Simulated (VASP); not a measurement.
Set up this calculation in VASP 6.6.1, as the native input.

- Task: single point
- Functional: PBE
- Potentials or basis: VASP PAW PBE potentials, release 64 (Al, In_d, N)
- Cutoff: 520 eV
- k mesh: 6 × 6 × 6
- Occupations: gaussian, width 0.05 eV
- Spin: no spin polarisation
- Dipole correction: no
- Further INCAR settings: ALGO = Normal; EDIFF = 1e-07; NBANDS = 46

The structure of Al2InN3 lies in POSCAR:

```
Al2InN3
1.0
    5.1349339855     -2.7995683889      0.0000000000
    5.1349339855      2.7995683889      0.0000000000
    0.0000000000      0.0000000000      5.4822063930
Al In N
4 2 6
Direct
    0.0084427086      0.3348641725      0.9917411822
    0.6651358275      0.9915572914      0.9917411822
    0.9915572914      0.6651358275      0.4917411822
    0.3348641725      0.0084427086      0.4917411822
    0.3220722962      0.6779277038      0.9869930315
    0.6779277038      0.3220722962      0.4869930315
    0.0367610679      0.3336262977      0.3556963910
    0.6663737023      0.9632389321      0.3556963910
    0.9632389321      0.6663737023      0.8556963910
    0.3336262977      0.0367610679      0.8556963910
    0.2982358752      0.7017641248      0.4061317922
    0.7017641248      0.2982358752      0.9061317922
```

One way to write it, as run:

INCAR

```
  PREC = Accurate
  ENCUT = 520
  EDIFF = 1E-7
  ISMEAR = 0
  SIGMA = 0.05
  LREAL = F
  LASPH = T
  NELM = 100
  ALGO = Normal
  ISIF = 2
  LWAVE = F
  LCHARG = F
  GGA = PE
  NBANDS = 46
```

KPOINTS

```
Automatic mesh
0
Gamma
  6 6 6
```

Potentials or basis: VASP PAW PBE potentials, release 64 (Al, In_d, N).

The run is started by

```console
$ cat potpaw_PBE.64/Al/POTCAR potpaw_PBE.64/In_d/POTCAR potpaw_PBE.64/N/POTCAR > POTCAR
$ mpirun -np 1 vasp_std > vasp.out
```

Results of the run:

```
Pressure               : -10.7 GPa
Largest force          : 0.430 eV/Å
Band gap on the k mesh : 1.65 eV
```

Caveat: the stress differs along the axes, from -15 to -2 GPa; spin-orbit coupling is left out, which moves the levels of the heavy elements.

Wall time 7.4 min on 1 thread of Intel(R) Xeon(R) Platinum 8488C (Sapphire Rapids) (shared host), peak memory 0.49 GiB.
